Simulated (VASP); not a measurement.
# PbO (P4/nmm) in VASP: notebook

PbO is run at these levels: r2SCAN; tasks: single point, relaxation of shape and atoms at fixed volume.

Program: VASP 6.6.1. These are calculated values, not measurements. Logs are shortened: lines on timing, memory, paths and dates and some standing lists are left out, and cuts for length are marked.

## (1) The cell of the first run

Symmetry: P4/nmm, No. 129, tetragonal system. Conventional cell: a = 3.989 Å, b = 3.989 Å, c = 5.476 Å, α = 90.00°, β = 90.00°, γ = 90.00°. Within 3.1 Å of Pb (site symmetry 4mm) lie 4 O at 2.32 Å. Within 3.1 Å of O (site symmetry -4m2) lie 4 Pb at 2.32 Å and 4 O at 2.82 Å.

## (2) Single point, r2SCAN (21.78 Å³/atom)

File POSCAR:

```
PbO
1.0
    3.9891226112      0.0000000000      0.0000000000
    0.0000000000      3.9891226112      0.0000000000
    0.0000000000      0.0000000000      5.4759163663
Pb O
2 2
Direct
    0.0000000000      0.5000000000      0.2171402479
    0.5000000000      0.0000000000      0.7828597521
    0.0000000000      0.0000000000      0.0000000000
    0.5000000000      0.5000000000      0.0000000000
```

File INCAR.step1:

```
SYSTEM = PbO
PREC     = Accurate       ! precision mode
ENCUT    = 520            ! plane-wave cutoff, eV
ISMEAR   = 0              ! smearing method
SIGMA    = 0.02           ! smearing width, eV
LREAL    = .False.        ! projectors in reciprocal space
LASPH    = .True.         ! aspherical terms in the spheres
NELM     = 80             ! most SCF steps
NBANDS   = 28             ! bands
GGA      = PE             ! functional
ALGO     = Normal         ! electronic algorithm
EDIFF    = 1E-4           ! SCF threshold, eV
LWAVE    = .True.         ! write WAVECAR
LCHARG   = .False.        ! write CHGCAR
```

File INCAR.step2:

```
SYSTEM = PbO
PREC     = Accurate       ! precision mode
ENCUT    = 520            ! plane-wave cutoff, eV
EDIFF    = 1E-7           ! SCF threshold, eV
ISMEAR   = 0              ! smearing method
SIGMA    = 0.02           ! smearing width, eV
LREAL    = .False.        ! projectors in reciprocal space
LASPH    = .True.         ! aspherical terms in the spheres
NELM     = 80             ! most SCF steps
ALGO     = Normal         ! electronic algorithm
ISIF     = 2              ! what is computed and relaxed
LWAVE    = .False.        ! write WAVECAR
LCHARG   = .True.         ! write CHGCAR
METAGGA  = R2SCAN         ! meta-GGA
LMIXTAU  = .True.       
LELF     = .True.         ! ELF
LVHAR    = .True.       
NBANDS   = 28             ! bands
ISTART   = 1
```

File KPOINTS:

```
regular mesh
0
Gamma
  8 8 6
  0 0 0
```

Potentials or basis: VASP PAW PBE potentials, release 64 (Pb_d, O).

Launch:

```sh
$ cat potpaw_PBE.64/Pb_d/POTCAR potpaw_PBE.64/O/POTCAR > POTCAR
$ cp INCAR.step1 INCAR
$ mpirun -np 1 vasp_std > vasp.out
$ cp INCAR.step2 INCAR
$ mpirun -np 1 vasp_std > vasp.out
```

OUTCAR:

```text
SYSTEM = PbO
   PREC = Accurate
   ENCUT = 520
   EDIFF = 1E-7
   ISMEAR = 0
   LREAL = .False.
   LASPH = .True.
   NELM = 80
   ISIF = 2
   METAGGA = R2SCAN
   ISTART = 1

 ion  position               nearest neighbor table
   1  0.000  0.500  0.217-   3 2.32   4 2.32   3 2.32   4 2.32   2 3.69   2 3.69   2 3.69   2 3.69

   2  0.500  0.000  0.783-   3 2.32   4 2.32   4 2.32   3 2.32   1 3.69   1 3.69   1 3.69   1 3.69

   3  0.000  0.000  0.000-   1 2.32   2 2.32   1 2.32   2 2.32
   4  0.500  0.500  0.000-   1 2.32   2 2.32   2 2.32   1 2.32

  LATTYP: Found a simple tetragonal cell.
 ALAT       =     3.9891226112
 C/A-ratio  =     1.3727119720

  Lattice vectors:

 A1 = (   3.9891226112,   0.0000000000,   0.0000000000)
 A2 = (   0.0000000000,   3.9891226112,   0.0000000000)
 A3 = (   0.0000000000,   0.0000000000,   5.4759163663)

Analysis of symmetry for initial positions (statically):
=====================================================================
 Subroutine PRICEL returns:
 Original cell was already a primitive cell.

 Routine SETGRP: Setting up the symmetry group for a
 simple tetragonal supercell.

 Subroutine GETGRP returns: Found 16 space group operations
 (whereof  8 operations were pure point group operations)
 out of a pool of 16 trial point group operations.

The static configuration has the point symmetry D_2d.
 The point group associated with its full space group is D_4h.

Analysis of symmetry for dynamics (positions and initial velocities):
=====================================================================
 Subroutine PRICEL returns:
 Original cell was already a primitive cell.

 Routine SETGRP: Setting up the symmetry group for a
 simple tetragonal supercell.

 Subroutine GETGRP returns: Found 16 space group operations
 (whereof  8 operations were pure point group operations)
 out of a pool of 16 trial point group operations.

The dynamic configuration has the point symmetry D_2d.
 The point group associated with its full space group is D_4h.

 Subroutine INISYM returns: Found 16 space group operations
 (whereof  8 operations are pure point group operations),
 and found     1 'primitive' translations

----------------------------------------------------------------------------------------

                                     Primitive cell

  volume of cell :      87.1388

  direct lattice vectors                    reciprocal lattice vectors
     3.989122611  0.000000000  0.000000000     0.250681691  0.000000000  0.000000000
     0.000000000  3.989122611  0.000000000     0.000000000  0.250681691  0.000000000
     0.000000000  0.000000000  5.475916366     0.000000000  0.000000000  0.182617837

  length of vectors
     3.989122611  3.989122611  5.475916366     0.250681691  0.250681691  0.182617837

  position of ions in fractional coordinates (direct lattice)
     0.000000000  0.500000000  0.217140248
     0.500000000  0.000000000  0.782859752
     0.000000000  0.000000000  0.000000000
     0.500000000  0.500000000  0.000000000

  ion indices of the primitive-cell ions
   primitive index   ion index
                 1           1
                 2           2
                 3           3
                 4           4

----------------------------------------------------------------------------------------

 KPOINTS: regular mesh

Automatic generation of k-mesh.
 Grid dimensions read from file:
 generate k-points for:    8    8    6

 Generating k-lattice:

  Cartesian coordinates                     Fractional coordinates (reciprocal lattice)
     0.031335211  0.000000000  0.000000000     0.125000000  0.000000000  0.000000000
     0.000000000  0.031335211  0.000000000     0.000000000  0.125000000  0.000000000
     0.000000000  0.000000000  0.030436306     0.000000000  0.000000000  0.166666667

  Length of vectors
     0.031335211  0.031335211  0.030436306

  Shift w.r.t. Gamma in fractional coordinates (k-lattice)
     0.000000000  0.000000000  0.000000000

 Subroutine IBZKPT returns following result:
 ===========================================

 Found     60 irreducible k-points:

 Following reciprocal coordinates:
            Coordinates               Weight
  0.000000  0.000000  0.000000      1.000000
  0.125000  0.000000  0.000000      4.000000
  0.250000  0.000000  0.000000      4.000000
  0.375000  0.000000  0.000000      4.000000
  0.500000  0.000000  0.000000      2.000000
  0.125000  0.125000  0.000000      4.000000
[... 16 lines left out ...]
  0.375000  0.125000  0.166667     16.000000
  0.500000  0.125000  0.166667      8.000000
 [... further k-points ...]
   k-points           NKPTS =     60   k-points in BZ     NKDIM =     60   number of bands    NBANDS=     28
   number of dos      NEDOS =    301   number of ions     NIONS =      4
   total plane-waves  NPLWV =  37800
   dimension x,y,z NGX =    30 NGY =   30 NGZ =   42
   dimension x,y,z NGXF=    60 NGYF=   60 NGZF=   84
   ions per type =               2   2
   NGX,Y,Z   is equivalent  to a cutoff of  12.50, 12.50, 12.75 a.u.
   NGXF,Y,Z  is equivalent  to a cutoff of  25.00, 25.00, 25.50 a.u.
 SYSTEM =  PbO
   PREC   = accura    normal or accurate (medium, high low for compatibility)
   ISTART =      1    job   : 0-new  1-cont  2-samecut
   ICHARG =      0    charge: 1-file 2-atom 10-const
   ISPIN  =      1    spin polarized calculation?
   LNONCOLLINEAR =      F non collinear calculations
   LSORBIT =      F    spin-orbit coupling
   LASPH  =      T    aspherical Exc in radial PAW
   ENCUT  =  520.0 eV  38.22 Ry    6.18 a.u.   7.42  7.42 10.18*2*pi/ulx,y,z
   NELM   =     80;   NELMIN=  2; NELMDL=  0     # of ELM steps
   EDIFF  = 0.1E-06   stopping-criterion for ELM
   LREAL  =      F    real-space projection
   EDIFFG = 0.1E-05   stopping-criterion for IOM
   NSW    =      0    number of steps for IOM
   IBRION =     -1    ionic relax: 0-MD 1-quasi-New 2-CG
   NFREE  =      0    steps in history (QN), initial steepest desc. (CG)
   ISIF   =      2    stress and relaxation
   ISYM   =      2    0-nonsym 1-usesym 2-fastsym
   POTIM  = 0.5000    time-step for ionic-motion
   TEBEG  =    0.0;   TEEND  =   0.0 temperature during run
   PSTRESS=    0.0 pullay stress
   NELECT =      40.0000    total number of electrons
   NUPDOWN=      -1.0000    fix difference up-down
   EMIN   =  10.00;   EMAX   =-10.00  energy-range for DOS
   EFERMI =   0.00;   METHOD = LEGACY
   ISMEAR =     0;   SIGMA  =   0.02  broadening in eV -4-tet -1-fermi 0-gaus
   EFERMI_NEDOS =   21; number of points for ismear=-14 and -15
   IALGO  =     38    algorithm
   IMIX   =      4    mixing-type and parameters
     AMIX     =   0.40;   BMIX     =  1.00
     AMIX_MAG =   1.60;   BMIX_MAG =  1.00
  volume/ion in A,a.u.               =      21.78       147.01
  Fermi-wavevector in a.u.,A,eV,Ry     =   1.262867  2.386473 21.699023  1.594833
  Thomas-Fermi vector in A             =   2.396253
   LORBIT       =      0    0 simple, 1 ext, 2 COOP (PROOUT), +10 PAW based schemes
   METAGGA = R2SCAN    functional components
   LHFCALC =     F    Hartree Fock is set to
   AEXX    =    0.0000 exact exchange contribution
   IVDW    =     0    specifies the selected vdW correction
   LEPSILON=     F    determine dielectric tensor
   LRPA    =     F    only Hartree local field effects (RPA)
 non-spin polarized calculation
 Gauss-broadening in eV      SIGMA  =   0.02
  energy-cutoff  :      520.00
  volume of cell :       87.14
 maximum number of plane-waves:      2389
 NGX is ok and might be reduce to    30
   NGX = 15   NGY = 15   NGZ = 21

 number of electron      40.0000000 magnetization

 Free energy of the ion-electron system (eV)
  ---------------------------------------------------
  ext. energy  EPLUGINS =         0.00000000
  ---------------------------------------------------
  free energy    TOTEN  =      -129.52083892 eV

  energy without entropy =     -129.52083892  energy(sigma->0) =     -129.52083892

 E-fermi :   4.2060     XC(G=0):  -9.8734

 val. band max:        4.0540816141   @ k =   0.0000   0.0000   0.0000
 cond. band min:       6.0301226507   @ k =   0.5000   0.5000   0.0000
 fundamental gap:      1.9760410367
 Fermi energy:         4.2059552001

 k-point     1 :       0.0000    0.0000    0.0000
  band No.  band energies     occupation
      1     -15.2903      2.00000
      2     -14.6787      2.00000
      3     -12.4160      2.00000
      4     -12.4160      2.00000
      5     -12.3733      2.00000
      6     -12.3482      2.00000
[... 20 lines left out ...]
     27      12.1704      0.00000
     28      13.0090      0.00000

 k-point     2 :       0.1250    0.0000    0.0000
  band No.  band energies     occupation
      1     -15.2560      2.00000
      2     -14.6928      2.00000
      3     -12.4115      2.00000
      4     -12.4076      2.00000
      5     -12.3635      2.00000
      6     -12.3384      2.00000
[... 20 lines left out ...]
     27      12.4989      0.00000
     28      14.0141      0.00000

 k-point     3 :       0.2500    0.0000    0.0000
  band No.  band energies     occupation
      1     -15.1645      2.00000
      2     -14.7374      2.00000
      3     -12.3992      2.00000
      4     -12.3842      2.00000
      5     -12.3350      2.00000
      6     -12.3096      2.00000
[... 20 lines left out ...]
     27      12.8222      0.00000
     28      15.7156      0.00000

 k-point     4 :       0.3750    0.0000    0.0000
  band No.  band energies     occupation
      1     -15.0433      2.00000
      2     -14.8146      2.00000
      3     -12.3813      2.00000
      4     -12.3547      2.00000
      5     -12.3342      2.00000
      6     -12.3186      2.00000
[... 578 lines left out ...]
     27      13.6464      0.00000
     28      15.0408      0.00000

 k-point    23 :       0.3750    0.1250    0.1667
  band No.  band energies     occupation
      1     -15.0264      2.00000
      2     -14.8161      2.00000
      3     -12.3768      2.00000
      4     -12.3478      2.00000
      5     -12.3353      2.00000
      6     -12.3060      2.00000
[... 20 lines left out ...]
     27      13.7257      0.00000
     28      14.2646      0.00000

 k-point    24 :       0.5000    0.1250    0.1667
  band No.  band energies     occupation
      1     -14.9133      2.00000
      2     -14.9133      2.00000
      3     -12.3588      2.00000
      4     -12.3588      2.00000
      5     -12.3203      2.00000
      6     -12.3203      2.00000
[... 20 lines left out ...]
     27      13.8481      0.00000
     28      13.8481      0.00000

 [... further k-points ...]

------------------------ aborting loop because EDIFF is reached ----------------------------------------

  FORCE on cell =-STRESS in cart. coord.  units (eV):
  Direction    XX          YY          ZZ          XY          YZ          ZX
  --------------------------------------------------------------------------------------
  -------------------------------------------------------------------------------------
  Total        0.1121231      0.1121231      0.0358071      0.0000000     -0.0000000      0.0000000
  in kB        2.0615505      2.0615505      0.6583664      0.0000000     -0.0000000      0.0000000
  external PRESSURE =       1.5938225 kB  Pullay stress =       0.0000000 kB

 VOLUME and BASIS-vectors are now :
 -----------------------------------------------------------------------------
  energy-cutoff  :      520.00
  volume of cell :       87.14
      direct lattice vectors                 reciprocal lattice vectors
     3.989122611  0.000000000  0.000000000     0.250681691  0.000000000  0.000000000
     0.000000000  3.989122611  0.000000000     0.000000000  0.250681691  0.000000000
     0.000000000  0.000000000  5.475916366     0.000000000  0.000000000  0.182617837

 POSITION                                       TOTAL-FORCE (eV/Angst)
 -----------------------------------------------------------------------------------
      0.00000      1.99456      1.18904        -0.000000      0.000000      0.117081
      1.99456      0.00000      4.28687        -0.000000      0.000000     -0.117081
      0.00000      0.00000      0.00000        -0.000000     -0.000000      0.000000
      1.99456      1.99456      0.00000         0.000000      0.000000      0.000000
 -----------------------------------------------------------------------------------
    total drift:                                0.000000      0.000000     -0.000000

  FREE ENERGIE OF THE ION-ELECTRON SYSTEM (eV)
  ---------------------------------------------------
  free  energy   TOTEN  =      -129.5208389162 eV

  energy  without entropy=     -129.5208389162  energy(sigma->0) =     -129.52083892
```

It took 7 min on 1 thread of Intel Xeon Platinum 8488C (Sapphire Rapids), shared host; peak memory 0.27 GiB.

Results:

| Property | Result |
| --- | --- |
| Free energy | -129.5208 eV |
| Pressure | 0.2 GPa |
| Largest force | 0.117 eV/Å |
| Band gap on the k mesh | 1.98 eV (least direct gap 2.41 eV) |

Forces in eV/Å, atoms in the order of the input:
```
Pb   0.000  0.000  0.117
Pb   0.000  0.000 -0.117
O    0.000  0.000  0.000
O    0.000  0.000  0.000
```

Levels at points of the mesh, in eV from the valence-band top:
```
           k point  band 17  band 18  band 19  band 20  band 21  band 22  band 23  band 24
(0.00, 0.00, 0.00)    -1.76    -1.72    -1.72     0.00     2.41     4.98     6.43     6.43
(0.50, 0.00, 0.00)    -3.05    -3.05    -1.56    -1.56     3.49     3.49     6.38     6.38
(0.50, 0.50, 0.00)    -1.76    -1.76    -1.08    -1.08     1.98     1.98     5.58     5.58
(0.00, 0.00, 0.50)    -1.78    -1.73    -1.73    -1.00     2.24     4.72     4.85     4.85
(0.50, 0.00, 0.50)    -3.04    -3.04    -1.08    -1.08     3.16     3.16     7.01     7.01
(0.50, 0.50, 0.50)    -2.08    -2.08    -1.08    -1.08     3.98     3.98     4.52     4.52
```

Caveat: the PAW data sets were made with another functional, which shifts forces and pressure a little; spin-orbit coupling is left out, which moves the levels of the heavy elements.

(Part 1 of 2 ends here.)
